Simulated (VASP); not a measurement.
## CdSe (k07): single point with PBEsol

CdSe (k07):

```
CELL_PARAMETERS angstrom
4.30208 0.00000 0.00000
-2.15104 3.72571 0.00000
0.00000 0.00000 7.02178
ATOMIC_POSITIONS crystal
Cd 0.33333 0.66667 0.00014
Cd 0.66667 0.33333 0.50014
Se 0.33333 0.66667 0.37586
Se 0.66667 0.33333 0.87586
```

```json
{
  "Program": "VASP 6.6.1",
  "Task": "single point",
  "Functional": "PBEsol",
  "Potentials or basis": "VASP PAW PBE potentials, release 64 (Cd, Se)",
  "Cutoff": "520 eV",
  "k mesh": "15 × 15 × 8",
  "Occupations": "gaussian, width 0.01 eV",
  "Spin": "no spin polarisation",
  "Dipole correction": "no",
  "Further INCAR settings": "ALGO = Normal; EDIFF = 1e-06; NBANDS = 26"
}
```

```yaml
Pressure: 0.3 GPa
Band_gap_on_the_k_mesh: 0.54 eV, direct
```

Levels at points of the mesh, in eV from the valence-band top:
| k point | band 14 | band 15 | band 16 | band 17 | band 18 | band 19 | band 20 | band 21 | band 22 | band 23 |
| --- | --- | --- | --- | --- | --- | --- | --- | --- | --- | --- |
| (0.00, 0.00, 0.00) | -0.78 | -0.78 | -0.05 | 0.00 | 0.00 | 0.54 | 2.10 | 5.78 | 5.78 | 6.06 |
| (0.00, 0.00, 0.50) | -2.71 | -0.41 | -0.41 | -0.41 | -0.41 | 2.28 | 2.28 | 5.74 | 5.74 | 6.18 |

Wall time 2 min on 1 thread of Intel(R) Xeon(R) 6975P-C (Granite Rapids), with other jobs on the host, peak memory 0.47 GiB.

Caveat: the PAW data sets were made with another functional, which shifts forces and pressure a little. PBEsol gaps usually lie below the measured ones, often by a third to a half.
